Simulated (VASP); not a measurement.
## SiSb2Cl2: single point with PBE

SiSb2Cl2:

```xyz
5
Lattice="-1.9630 1.9630 10.7558 1.9630 -1.9630 10.7558 1.9630 1.9630 -10.7558" Properties=species:S:1:pos:R:3 pbc="T T T"
Si    0.0000    0.0000    0.0000
Sb    1.9630    0.0000    5.3779
Sb    0.0000    1.9630    5.3779
Cl    0.0000    0.0000   12.2695
Cl    0.0000    0.0000    9.2421
```

* Program: VASP 6.6.1
* Task: single point
* Functional: PBE
* Potentials or basis: VASP PAW PBE potentials, release 64 (Si, Sb, Cl)
* Cutoff: 520 eV
* k mesh: 6 × 6 × 6
* Occupations: gaussian, width 0.1 eV
* Spin: no spin polarisation

```
Pressure               : 0.1 GPa
Largest force          : 0.012 eV/Å
Band gap on the k mesh : zero (band 14 reaches 3.59 eV, above the bottom of band 15 at 2.38 eV)
```

Forces on the atoms (eV/Å):
```
Si   0.000  0.000  0.000
Sb   0.000  0.000  0.000
Sb   0.000  0.000  0.000
Cl   0.000  0.000  0.012
Cl   0.000  0.000 -0.012
```

Stress tensor (GPa, compression positive):
```
0.08 0.00 0.00
0.00 0.08 0.00
0.00 0.00 0.22
```

Levels at points of the mesh, in eV from the Fermi level:
```tsv
k point	band 11	band 12	band 13	band 14	band 15	band 16	band 17	band 18
(0.00, 0.00, 0.00)	-2.92	-2.49	-2.49	-1.86	-0.13	1.84	1.84	3.32
(0.50, 0.00, 0.00)	-2.02	-0.92	-0.72	0.12	0.17	0.17	0.95	1.42
(0.50, 0.50, 0.00)	-3.38	-3.36	-1.77	-0.15	-0.04	0.05	0.91	1.00
(0.50, 0.50, 0.50)	-2.75	-2.50	-2.50	-2.15	-0.23	1.84	1.84	3.30
```

It took 7.7 min on 1 thread of Intel(R) Xeon(R) 6975P-C (Granite Rapids), with other jobs on the host, peak memory 1.1 GiB.

Caveat: the k points lie up to 0.38 Å⁻¹ apart; spin-orbit coupling is left out, which moves the levels of the heavy elements.
